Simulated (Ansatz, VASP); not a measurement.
**Pt: VASP beside Ansatz**

```
Pt
1.0
    -1.58149    1.58149    1.58149
     1.58149   -1.58149    1.58149
     1.58149    1.58149   -1.58149
Pt
1
Direct
  0.00000 0.00000 0.00000
```

Alike in both runs: task relaxation of cell and atoms; functional PBE; k mesh 18 × 18 × 18; occupations fermi-dirac, width 0.05 eV; no spin polarisation.

|  | VASP | Ansatz |
| --- | --- | --- |
| version | VASP 6.6.1 | Ansatz 0.2.0 |
| potentials or method | VASP PAW PBE potentials, release 64 (Pt), cutoff 600 eV | all-electron LAPW, non-relativistic |

|  | VASP | Ansatz | Ansatz less VASP |
| --- | --- | --- | --- |
| relaxed volume (Å³/atom) | 15.80 | 18.37 | +2.575 |
| relaxed cell length with the largest relative difference (Å) | 2.738 | 2.879 | +0.1413 |

Ansatz ran all-electron here, and VASP with PAW potentials.

Neither program's run includes spin-orbit coupling.
